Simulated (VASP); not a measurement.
# PbF2 (Fm-3m) in VASP: notebook

The runs below take PbF2 through single point, with PBEsol, PBE.

All numbers are computed with VASP 6.6.1; they aren't measurements. Logs are shortened: lines on timing, memory, paths and dates and some standing lists are left out, and cuts for length are marked.

### Step 1. The cell of the first run

It takes space group Fm-3m (No. 225, cubic). The conventional cell has a = 5.899 Å, b = 5.899 Å, c = 5.899 Å, α = 90.00°, β = 90.00°, γ = 90.00°. Within 3.4 Å of Pb (site symmetry m-3m) lie 8 F at 2.55 Å. Within 3.4 Å of F (site symmetry -43m) lie 4 Pb at 2.55 Å and 6 F at 2.95 Å.

### Step 2. Single point, PBEsol

File INCAR:

```
PREC = Accurate
ENCUT = 600
EDIFF = 1E-6
ISMEAR = -1
SIGMA = 0.05
LREAL = F
LASPH = T
NELM = 120
ALGO = Normal
ISIF = 2
LWAVE = F
LCHARG = F
GGA = PS
NBANDS = 21
GGA_COMPAT = F
```

File KPOINTS:

```
Automatic mesh
0
Gamma
  8 8 8
```

File POSCAR:

```
PbF2
1.0
    0.0000000000      2.9493431641      2.9493431641
    2.9493431641      0.0000000000      2.9493431641
    2.9493431641      2.9493431641      0.0000000000
Pb F
1 2
Direct
    0.0000000000      0.0000000000      0.0000000000
    0.7500000000      0.7500000000      0.7500000000
    0.2500000000      0.2500000000      0.2500000000
```

Potentials or basis: VASP PAW PBE potentials, release 64 (Pb_d, F).

Launch:

```console
cat potpaw_PBE.64/Pb_d/POTCAR potpaw_PBE.64/F/POTCAR > POTCAR
mpirun -np 1 vasp_std > vasp.out
```

OUTCAR:

```text
PREC = Accurate
   ENCUT = 600
   EDIFF = 1E-6
   ISMEAR = -1
   LREAL = F
   LASPH = T
   NELM = 120
   ISIF = 2
   GGA = PS

 ion  position               nearest neighbor table
   1  0.000  0.000  0.000-   2 2.55   2 2.55   2 2.55   2 2.55   3 2.55   3 2.55   3 2.55   3 2.55

   2  0.750  0.750  0.750-   1 2.55   1 2.55   1 2.55   1 2.55
   3  0.250  0.250  0.250-   1 2.55   1 2.55   1 2.55   1 2.55

  LATTYP: Found a face centered cubic cell.
 ALAT       =     5.8986863282

  Lattice vectors:

 A1 = (   0.0000000000,   2.9493431641,   2.9493431641)
 A2 = (   2.9493431641,   0.0000000000,   2.9493431641)
 A3 = (   2.9493431641,   2.9493431641,   0.0000000000)

Analysis of symmetry for initial positions (statically):
=====================================================================
 Subroutine PRICEL returns:
 Original cell was already a primitive cell.

 Routine SETGRP: Setting up the symmetry group for a
 face centered cubic supercell.

 Subroutine GETGRP returns: Found 48 space group operations
 (whereof 48 operations were pure point group operations)
 out of a pool of 48 trial point group operations.

The static configuration has the point symmetry O_h .

Analysis of symmetry for dynamics (positions and initial velocities):
=====================================================================
 Subroutine PRICEL returns:
 Original cell was already a primitive cell.

 Routine SETGRP: Setting up the symmetry group for a
 face centered cubic supercell.

 Subroutine GETGRP returns: Found 48 space group operations
 (whereof 48 operations were pure point group operations)
 out of a pool of 48 trial point group operations.

The dynamic configuration has the point symmetry O_h .

 Subroutine INISYM returns: Found 48 space group operations
 (whereof 48 operations are pure point group operations),
 and found     1 'primitive' translations

----------------------------------------------------------------------------------------

                                     Primitive cell

  volume of cell :      51.3105

  direct lattice vectors                    reciprocal lattice vectors
     0.000000000  2.949343164  2.949343164    -0.169529272  0.169529272  0.169529272
     2.949343164  0.000000000  2.949343164     0.169529272 -0.169529272  0.169529272
     2.949343164  2.949343164  0.000000000     0.169529272  0.169529272 -0.169529272

  length of vectors
     4.171001103  4.171001103  4.171001103     0.293633313  0.293633313  0.293633313

  position of ions in fractional coordinates (direct lattice)
     0.000000000  0.000000000  0.000000000
     0.750000000  0.750000000  0.750000000
     0.250000000  0.250000000  0.250000000

  ion indices of the primitive-cell ions
   primitive index   ion index
                 1           1
                 2           2
                 3           3

----------------------------------------------------------------------------------------

 KPOINTS: Automatic mesh

Automatic generation of k-mesh.
 Grid dimensions read from file:
 generate k-points for:    8    8    8

 Generating k-lattice:

  Cartesian coordinates                     Fractional coordinates (reciprocal lattice)
    -0.021191159  0.021191159  0.021191159     0.125000000  0.000000000  0.000000000
     0.021191159 -0.021191159  0.021191159     0.000000000  0.125000000  0.000000000
     0.021191159  0.021191159 -0.021191159     0.000000000  0.000000000  0.125000000

  Length of vectors
     0.036704164  0.036704164  0.036704164

  Shift w.r.t. Gamma in fractional coordinates (k-lattice)
     0.000000000  0.000000000  0.000000000

 Subroutine IBZKPT returns following result:
 ===========================================

 Found     29 irreducible k-points:

 Following reciprocal coordinates:
            Coordinates               Weight
  0.000000  0.000000  0.000000      1.000000
  0.125000  0.000000  0.000000      8.000000
  0.250000  0.000000  0.000000      8.000000
  0.375000  0.000000  0.000000      8.000000
  0.500000  0.000000  0.000000      4.000000
  0.125000  0.125000  0.000000      6.000000
[... 16 lines left out ...]
  0.500000  0.250000  0.125000     48.000000
 -0.375000  0.250000  0.125000     24.000000
 [... further k-points ...]
   k-points           NKPTS =     29   k-points in BZ     NKDIM =     29   number of bands    NBANDS=     21
   number of dos      NEDOS =    301   number of ions     NIONS =      3
   total plane-waves  NPLWV =  46656
   dimension x,y,z NGX =    36 NGY =   36 NGZ =   36
   dimension x,y,z NGXF=    72 NGYF=   72 NGZF=   72
   ions per type =               1   2
   NGX,Y,Z   is equivalent  to a cutoff of  14.35, 14.35, 14.35 a.u.
   NGXF,Y,Z  is equivalent  to a cutoff of  28.70, 28.70, 28.70 a.u.
 SYSTEM =  unknown system
   PREC   = accura    normal or accurate (medium, high low for compatibility)
   ISTART =      0    job   : 0-new  1-cont  2-samecut
   ICHARG =      2    charge: 1-file 2-atom 10-const
   ISPIN  =      1    spin polarized calculation?
   LNONCOLLINEAR =      F non collinear calculations
   LSORBIT =      F    spin-orbit coupling
   LASPH  =      T    aspherical Exc in radial PAW
   ENCUT  =  600.0 eV  44.10 Ry    6.64 a.u.   8.33  8.33  8.33*2*pi/ulx,y,z
   NELM   =    120;   NELMIN=  2; NELMDL= -5     # of ELM steps
   EDIFF  = 0.1E-05   stopping-criterion for ELM
   LREAL  =      F    real-space projection
   EDIFFG = 0.1E-04   stopping-criterion for IOM
   NSW    =      0    number of steps for IOM
   IBRION =     -1    ionic relax: 0-MD 1-quasi-New 2-CG
   NFREE  =      0    steps in history (QN), initial steepest desc. (CG)
   ISIF   =      2    stress and relaxation
   ISYM   =      2    0-nonsym 1-usesym 2-fastsym
   POTIM  = 0.5000    time-step for ionic-motion
   TEBEG  =    0.0;   TEEND  =   0.0 temperature during run
   PSTRESS=    0.0 pullay stress
   NELECT =      28.0000    total number of electrons
   NUPDOWN=      -1.0000    fix difference up-down
   EMIN   =  10.00;   EMAX   =-10.00  energy-range for DOS
   EFERMI =   0.00;   METHOD = LEGACY
   ISMEAR =    -1;   SIGMA  =   0.05  broadening in eV -4-tet -1-fermi 0-gaus
   EFERMI_NEDOS =   21; number of points for ismear=-14 and -15
   IALGO  =     38    algorithm
   IMIX   =      4    mixing-type and parameters
     AMIX     =   0.40;   BMIX     =  1.00
     AMIX_MAG =   1.60;   BMIX_MAG =  1.00
  volume/ion in A,a.u.               =      17.10       115.42
  Fermi-wavevector in a.u.,A,eV,Ry     =   1.337803  2.528081 24.350580  1.789717
  Thomas-Fermi vector in A             =   2.466323
   LORBIT       =      0    0 simple, 1 ext, 2 COOP (PROOUT), +10 PAW based schemes
   GGA     = PS    functional components
   LHFCALC =     F    Hartree Fock is set to
   AEXX    =    0.0000 exact exchange contribution
   IVDW    =     0    specifies the selected vdW correction
   LEPSILON=     F    determine dielectric tensor
   LRPA    =     F    only Hartree local field effects (RPA)
 non-spin polarized calculation
  energy-cutoff  :      600.00
  volume of cell :       51.31
 maximum number of plane-waves:      1727
 NGX is ok and might be reduce to    36
   NGX = 17   NGY = 17   NGZ = 17

 number of electron      28.0000010 magnetization

 Free energy of the ion-electron system (eV)
  ---------------------------------------------------
  ext. energy  EPLUGINS =         0.00000000
  ---------------------------------------------------
  free energy    TOTEN  =       -14.94001366 eV

  energy without entropy =      -14.94001366  energy(sigma->0) =      -14.94001366

 E-fermi :   3.0585     XC(G=0):  -9.7343

 val. band max:        1.9155736563   @ k =  -0.2500   0.5000   0.2500
 cond. band min:       6.2167921814   @ k =   0.5000   0.5000   0.0000
 fundamental gap:      4.3012185250
 Fermi energy:         3.0585099803

 k-point     1 :       0.0000    0.0000    0.0000
  band No.  band energies     occupation
      1     -19.1818      2.00000
      2     -18.5154      2.00000
      3     -12.4669      2.00000
      4     -12.4669      2.00000
      5     -12.4669      2.00000
      6     -12.3963      2.00000
[... 13 lines left out ...]
     20      16.9219      0.00000
     21      19.3620      0.00000

 k-point     2 :       0.1250    0.0000    0.0000
  band No.  band energies     occupation
      1     -19.1496      2.00000
      2     -18.5449      2.00000
      3     -12.4599      2.00000
      4     -12.4599      2.00000
      5     -12.4315      2.00000
      6     -12.3963      2.00000
[... 13 lines left out ...]
     20      16.5095      0.00000
     21      18.7749      0.00000

 k-point     3 :       0.2500    0.0000    0.0000
  band No.  band energies     occupation
      1     -19.0646      2.00000
      2     -18.6212      2.00000
      3     -12.4483      2.00000
      4     -12.4483      2.00000
      5     -12.3910      2.00000
      6     -12.3910      2.00000
[... 13 lines left out ...]
     20      15.9494      0.00000
     21      17.5358      0.00000

 k-point     4 :       0.3750    0.0000    0.0000
  band No.  band energies     occupation
      1     -18.9556      2.00000
      2     -18.7185      2.00000
      3     -12.4452      2.00000
      4     -12.4452      2.00000
      5     -12.3768      2.00000
      6     -12.3768      2.00000
[... 13 lines left out ...]
     20      15.6359      0.00000
     21      16.5119      0.00000

 k-point     5 :       0.5000    0.0000    0.0000
  band No.  band energies     occupation
      1     -18.8741      2.00000
      2     -18.7943      2.00000
      3     -12.4458      2.00000
      4     -12.4458      2.00000
      5     -12.3691      2.00000
      6     -12.3691      2.00000
[... 13 lines left out ...]
     20      15.5490      0.00000
     21      16.1232      0.00000

 k-point     6 :       0.1250    0.1250    0.0000
  band No.  band energies     occupation
      1     -19.1394      2.00000
      2     -18.5540      2.00000
      3     -12.4531      2.00000
      4     -12.4531      2.00000
      5     -12.4273      2.00000
      6     -12.4016      2.00000
[... 13 lines left out ...]
     20      17.0627      0.00000
     21      18.7704      0.00000

 k-point     7 :       0.2500    0.1250    0.0000
  band No.  band energies     occupation
      1     -19.0738      2.00000
      2     -18.6120      2.00000
      3     -12.4393      2.00000
      4     -12.4392      2.00000
      5     -12.4034      2.00000
      6     -12.3866      2.00000
[... 13 lines left out ...]
     20      16.7828      0.00000
     21      18.3169      0.00000
[... 291 lines left out ...]
      1     -18.8447      2.00000
      2     -18.8048      2.00000
      3     -12.4245      2.00000
      4     -12.3824      2.00000
      5     -12.3822      2.00000
      6     -12.3237      2.00000
[... 13 lines left out ...]
     20      17.3069      0.00000
     21      18.5530      0.00000

 k-point    21 :       0.5000    0.5000    0.0000
  band No.  band energies     occupation
      1     -18.8803      2.00000
      2     -18.7668      2.00000
      3     -12.4369      2.00000
      4     -12.3699      2.00000
      5     -12.3697      2.00000
      6     -12.3697      2.00000
[... 13 lines left out ...]
     20      18.4189      0.00000
     21      19.1380      0.00000

 k-point    22 :       0.3750    0.2500    0.1250
  band No.  band energies     occupation
      1     -19.0045      2.00000
      2     -18.6713      2.00000
      3     -12.4234      2.00000
      4     -12.4233      2.00000
      5     -12.4039      2.00000
      6     -12.3735      2.00000
[... 13 lines left out ...]
     20      17.2022      0.00000
     21      18.0080      0.00000

 k-point    23 :       0.5000    0.2500    0.1250
  band No.  band energies     occupation
      1     -18.9176      2.00000
      2     -18.7462      2.00000
      3     -12.4213      2.00000
      4     -12.4155      2.00000
      5     -12.3868      2.00000
      6     -12.3523      2.00000
[... 13 lines left out ...]
     20      17.7586      0.00000
     21      18.2630      0.00000

 k-point    24 :      -0.3750    0.2500    0.1250
  band No.  band energies     occupation
      1     -18.8491      2.00000
      2     -18.8092      2.00000
      3     -12.4212      2.00000
      4     -12.4163      2.00000
      5     -12.3740      2.00000
      6     -12.3435      2.00000
[... 13 lines left out ...]
     20      17.9816      0.00000
     21      18.3840      0.00000

 [... further k-points ...]

------------------------ aborting loop because EDIFF is reached ----------------------------------------

  FORCE on cell =-STRESS in cart. coord.  units (eV):
  Direction    XX          YY          ZZ          XY          YZ          ZX
  --------------------------------------------------------------------------------------
  -------------------------------------------------------------------------------------
  Total       -0.0734556     -0.0734556     -0.0734556     -0.0000000      0.0000000      0.0000000
  in kB       -2.2936628     -2.2936628     -2.2936628     -0.0000000      0.0000000      0.0000000
  external PRESSURE =      -2.2936628 kB  Pullay stress =       0.0000000 kB

 VOLUME and BASIS-vectors are now :
 -----------------------------------------------------------------------------
  energy-cutoff  :      600.00
  volume of cell :       51.31
      direct lattice vectors                 reciprocal lattice vectors
     0.000000000  2.949343164  2.949343164    -0.169529272  0.169529272  0.169529272
     2.949343164  0.000000000  2.949343164     0.169529272 -0.169529272  0.169529272
     2.949343164  2.949343164  0.000000000     0.169529272  0.169529272 -0.169529272

 POSITION                                       TOTAL-FORCE (eV/Angst)
 -----------------------------------------------------------------------------------
      0.00000      0.00000      0.00000         0.000000      0.000000      0.000000
      4.42401      4.42401      4.42401        -0.000000     -0.000000     -0.000000
      1.47467      1.47467      1.47467         0.000000      0.000000      0.000000
 -----------------------------------------------------------------------------------
    total drift:                                0.000000      0.000000      0.000000

  FREE ENERGIE OF THE ION-ELECTRON SYSTEM (eV)
  ---------------------------------------------------
  free  energy   TOTEN  =       -14.9400136584 eV

  energy  without entropy=      -14.9400136583  energy(sigma->0) =      -14.94001366
```

It took 22 s on 1 thread of Intel Xeon 6975P-C (Granite Rapids), shared host; peak memory 0.22 GiB.

Results:

| Quantity | Value |
| --- | --- |
| Free energy | -14.9400 eV |
| Pressure | -0.2 GPa |
| Band gap on the k mesh | 4.30 eV (least direct gap 4.46 eV) |

Caveat: the PAW data sets were made with another functional, which shifts forces and pressure a little; spin-orbit coupling is left out, which moves the levels of the heavy elements. A hybrid or GW would open this gap; PBEsol tends to underestimate it.

[end of part 1 of 2]
